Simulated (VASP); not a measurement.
Wanted: the native input for a VASP 6.6.1 run.

```yaml
Task: single point
Functional: r2SCAN
Potentials_or_basis: VASP PAW PBE potentials, release 64 (Sn_d, O)
Cutoff: 520 eV
k_mesh: 6 × 6 × 8
Occupations: gaussian, width 0.02 eV
Spin: no spin polarisation
Dipole_correction: no
Further_INCAR_settings: ALGO = Normal; EDIFF = 1e-07; NBANDS = 35
```

SnO2:

```
CELL_PARAMETERS angstrom
4.90198 0.00000 0.00000
0.00000 4.90198 0.00000
0.00000 0.00000 3.14365
ATOMIC_POSITIONS crystal
Sn 0.50000 0.50000 0.50000
Sn 0.00000 0.00000 0.00000
O 0.19395 0.80605 0.50000
O 0.80605 0.19395 0.50000
O 0.30605 0.30605 0.00000
O 0.69395 0.69395 0.00000
```

This cell differs from its parent crystal: biaxial strain in the a-b plane: +3.0 %.

The input as run:

POSCAR

```
SnO2
1.0
    4.9019765822      0.0000000000      0.0000000000
    0.0000000000      4.9019765822      0.0000000000
    0.0000000000      0.0000000000      3.1436471044
Sn O
2 4
Direct
    0.5000000000      0.5000000000      0.5000000000
    0.0000000000      0.0000000000      0.0000000000
    0.1939466458      0.8060533542      0.5000000000
    0.8060533542      0.1939466458      0.5000000000
    0.3060533542      0.3060533542      0.0000000000
    0.6939466458      0.6939466458      0.0000000000
```

INCAR.step1

```
SYSTEM = SnO2
PREC = Accurate ; ENCUT = 520
ISMEAR = 0 ; SIGMA = 0.02
LREAL = .FALSE. ; LASPH = .TRUE.
NELM = 100 ; NBANDS = 35
GGA = PE ; ALGO = Normal
EDIFF = 1E-4 ; LWAVE = .TRUE.
LCHARG = .FALSE.
```

INCAR.step2

```
SYSTEM = SnO2
PREC = Accurate ; ENCUT = 520
EDIFF = 1E-7 ; ISMEAR = 0
SIGMA = 0.02 ; LREAL = .FALSE.
LASPH = .TRUE. ; NELM = 100
ALGO = Normal ; ISIF = 2
LWAVE = .FALSE. ; LCHARG = .FALSE.
METAGGA = R2SCAN ; LMIXTAU = .TRUE.
NBANDS = 35 ; ISTART = 1
```

KPOINTS

```
Automatic mesh
0
G
  6 6 8
  0 0 0
```

Potentials or basis: VASP PAW PBE potentials, release 64 (Sn_d, O).

The run is started by

```console
$ cat potpaw_PBE.64/Sn_d/POTCAR potpaw_PBE.64/O/POTCAR > POTCAR
$ cp INCAR.step1 INCAR
$ mpirun -np 1 vasp_std > vasp.out
$ cp INCAR.step2 INCAR
$ mpirun -np 1 vasp_std > vasp.out
```

Results of the run:

```
Pressure               : -5.0 GPa
Largest force          : 0.028 eV/Å
Band gap on the k mesh : 1.49 eV, direct
```

Caveat: the cell differs from its parent crystal (biaxial strain in the a-b plane: +3.0 %); the PAW data sets were made with another functional, which shifts forces and pressure a little; spin-orbit coupling is left out, which moves the levels of the heavy elements.

Wall time 7 min on 1 thread of Intel Xeon 6975P-C, with other jobs on the host, peak memory 0.25 GiB.
